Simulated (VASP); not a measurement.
# Ba3Re (Pm-3m) in VASP: notebook, part 3 of 3

VASP 6.6.1. The steps go on from the part before.

## (5) Relaxation of cell and atoms, PBE

This run uses another cell than the first one, of 34.90 Å³/atom.

File INCAR:

```
ALGO     = Fast           # electronic algorithm
EDIFF    = 1E-6           # SCF threshold, eV
EDIFFG   = -0.01          # ionic threshold
ENCUT    = 600            # plane-wave cutoff, eV
GGA      = PE             # functional
IBRION   = 2              # ionic algorithm
ISIF     = 3              # what is computed and relaxed
ISMEAR   = 0              # smearing method
LASPH    = True           # aspherical terms in the spheres
LCHARG   = False          # write CHGCAR
LREAL    = False          # projectors in reciprocal space
LWAVE    = False          # write WAVECAR
NELM     = 100            # most SCF steps
NSW      = 100            # ionic steps
PREC     = Accurate       # precision mode
SIGMA    = 0.1            # smearing width, eV
```

File KPOINTS:

```
k-points
0
Gamma
  10 10 10
```

File POSCAR:

```
Ba3Re
1.0
    5.1876873016      0.0000000000      0.0000000000
    0.0000000000      5.1876873016      0.0000000000
    0.0000000000      0.0000000000      5.1876873016
Ba Re
3 1
Direct
    0.0000000000      0.5000000000      0.5000000000
    0.5000000000      0.0000000000      0.5000000000
    0.5000000000      0.5000000000      0.0000000000
    0.0000000000      0.0000000000      0.0000000000
```

Potentials or basis: VASP PAW PBE potentials, release 64 (Ba_sv, Re).

The run is started by

```bash
> cat potpaw_PBE.64/Ba_sv/POTCAR potpaw_PBE.64/Re/POTCAR > POTCAR
> mpirun -np 1 vasp_std > vasp.out
```

OUTCAR:

```text
EDIFF = 1E-6
   EDIFFG = -0.01
   ENCUT = 600
   GGA = PE
   IBRION = 2
   ISIF = 3
   ISMEAR = 0
   LASPH = True
   LREAL = False
   NELM = 100
   NSW = 100
   PREC = Accurate

 ion  position               nearest neighbor table
   1  0.000  0.500  0.500-   2 3.67   3 3.67   4 3.67   3 3.67   4 3.67   2 3.67   4 3.67   4 3.67
                             2 3.67   3 3.67   3 3.67   2 3.67
   2  0.500  0.000  0.500-   1 3.67   3 3.67   4 3.67   3 3.67   4 3.67   1 3.67   3 3.67   3 3.67
                             1 3.67   4 3.67   4 3.67   1 3.67
   3  0.500  0.500  0.000-   1 3.67   2 3.67   4 3.67   1 3.67   2 3.67   2 3.67   4 3.67   2 3.67
                             1 3.67   4 3.67   1 3.67   4 3.67
   4  0.000  0.000  0.000-   1 3.67   2 3.67   3 3.67   1 3.67   2 3.67   1 3.67   3 3.67   1 3.67
                             2 3.67   3 3.67   2 3.67   3 3.67

  LATTYP: Found a simple cubic cell.
 ALAT       =     5.1876873016

  Lattice vectors:

[... 417 lines left out ...]
  ext. energy  EPLUGINS =         0.00000000
  ---------------------------------------------------
  free energy    TOTEN  =       -13.63276726 eV

  energy without entropy =      -13.59109763  energy(sigma->0) =      -13.61193244

 E-fermi :   3.1550     XC(G=0):  -9.3224

 val. band max:        3.1516456715   @ k =   0.5000   0.5000   0.4000
 cond. band min:       3.1586990138   @ k =   0.4000   0.4000   0.4000
 fundamental gap:      0.0070533423
 Fermi energy:         3.1550052754

 k-point     1 :       0.0000    0.0000    0.0000
  band No.  band energies     occupation
      1     -25.1133      2.00000
      2     -24.7517      2.00000
      3     -24.7517      2.00000
      4     -10.9713      2.00000
      5     -10.9713      2.00000
      6     -10.9713      2.00000
[... 589 lines left out ...]
     21       4.1201      0.00000
     22       4.5345      0.00000

 [... further k-points ...]
[... 5 lines left out ...]
  --------------------------------------------------------------------------------------
  -------------------------------------------------------------------------------------
  Total        0.0225167      0.0225167      0.0225167     -0.0000000      0.0000000      0.0000000
  in kB        0.2488412      0.2488412      0.2488412     -0.0000000      0.0000000      0.0000000
  external PRESSURE =       0.2488412 kB  Pullay stress =       0.0000000 kB
[... 19 lines left out ...]
  FREE ENERGIE OF THE ION-ELECTRON SYSTEM (eV)
  ---------------------------------------------------
  free  energy   TOTEN  =       -13.6327672586 eV

  energy  without entropy=      -13.5910976306  energy(sigma->0) =      -13.61193244

 reached required accuracy - stopping structural energy minimisation
```

OSZICAR:

```text
N       E                     dE             d eps       ncg     rms          rms(c)
DAV:   1     0.283942881241E+03    0.28394E+03   -0.17817E+04  3720   0.170E+03
DAV:   2     0.360901432155E+01   -0.28033E+03   -0.27679E+03  4824   0.351E+02
DAV:   3    -0.134815946641E+02   -0.17091E+02   -0.16566E+02  4184   0.951E+01
[... 215 lines left out ...]
RMM:   9    -0.136327626519E+02   -0.14555E-05   -0.16551E-05  2341   0.666E-02    0.108E-03
RMM:  10    -0.136327642724E+02   -0.16205E-05   -0.16502E-05  2268   0.729E-02    0.231E-03
RMM:  11    -0.136327653713E+02   -0.10990E-05   -0.11436E-05  2193   0.608E-02    0.171E-03
RMM:  12    -0.136327664852E+02   -0.11139E-05   -0.10901E-05  2139   0.603E-02    0.299E-03
RMM:  13    -0.136327672586E+02   -0.77338E-06   -0.72322E-06  1953   0.547E-02
   7 F= -.13632767E+02 E0= -.13611932E+02  d E =-.681416E-03
```

Wall time 30 min (1 thread of Intel Xeon Platinum 8559C (Emerald Rapids), shared host); peak memory 0.43 GiB.

What came out:

- Free energy: -13.6328 eV
- Relaxed volume: 36.24 Å³/atom
- Relaxed cell: a = 5.253 Å, b = 5.253 Å, c = 5.253 Å, α = 90.00°, β = 90.00°, γ = 90.00°
- Space group after relaxing (to 0.1 Å): Pm-3m (No. 221)
- Energy gained by relaxing: 3.8 meV/atom
- Ionic steps: 7
- Pressure after relaxing: 0.0 GPa
- Band gap on the k mesh: zero (an odd number of electrons rules out a gap without spin polarisation)

The path:
```tsv
step	energy change (eV)	largest force (eV/Å)	pressure (GPa)	volume (Å³)
1	0.0000	0.0000	0.92	139.61
2	-0.0143	0.0000	0.05	143.71
3	-0.0145	0.0000	0.18	143.87
4	-0.0147	0.0000	0.15	144.04
5	-0.0150	0.0000	0.07	144.53
6	-0.0151	0.0000	-0.09	145.53
7	-0.0152	0.0000	0.02	144.97
```

Final structure:
```
Ba Re
1.0
     5.25328    0.00000    0.00000
     0.00000    5.25328    0.00000
     0.00000    0.00000    5.25328
Ba Re
3 1
Direct
  0.00000 0.50000 0.50000
  0.50000 0.00000 0.50000
  0.50000 0.50000 0.00000
  0.00000 0.00000 0.00000
```

Levels at points of the mesh, in eV from the Fermi level:
```tsv
k point	band 17	band 18	band 19	band 20	band 21	band 22
(0.00, 0.00, 0.00)	-1.12	-1.12	-1.12	1.28	1.28	1.28
(0.50, 0.00, 0.00)	-0.56	-0.03	-0.03	0.02	0.49	0.88
(0.50, 0.50, 0.00)	-0.07	0.14	0.14	0.26	0.26	1.12
(0.50, 0.50, 0.50)	0.03	0.03	0.92	0.92	0.92	2.34
```

Caveat: spin-orbit coupling is left out, which moves the levels of the heavy elements.

## (6) Overview

```tsv
task	cell	k mesh	cutoff (eV)	gap on the mesh (eV)	pressure (GPa)
single point	a = 4.993 Å, 4 atoms	4 × 4 × 4	520	none	4.7
single point	a = 5.188 Å, 4 atoms	10 × 10 × 10	520	none	0.9
relaxation of cell and atoms	relaxed from a = 5.188 Å, 4 atoms	10 × 10 × 10	600	none	0.0
```

Alike in all rows: level PBE; potentials or basis VASP PAW PBE potentials, release 64 (Ba_sv, Re); no spin polarisation; smearing gaussian 0.1 eV.

Caveats: spin-orbit coupling is left out, which moves the levels of the heavy elements; the cell stands under pressure (at least some runs).

Absolute energies hang on the potentials; compare differences alone.

The gap in the log of VASP goes by the Fermi energy; the results here count the filled bands.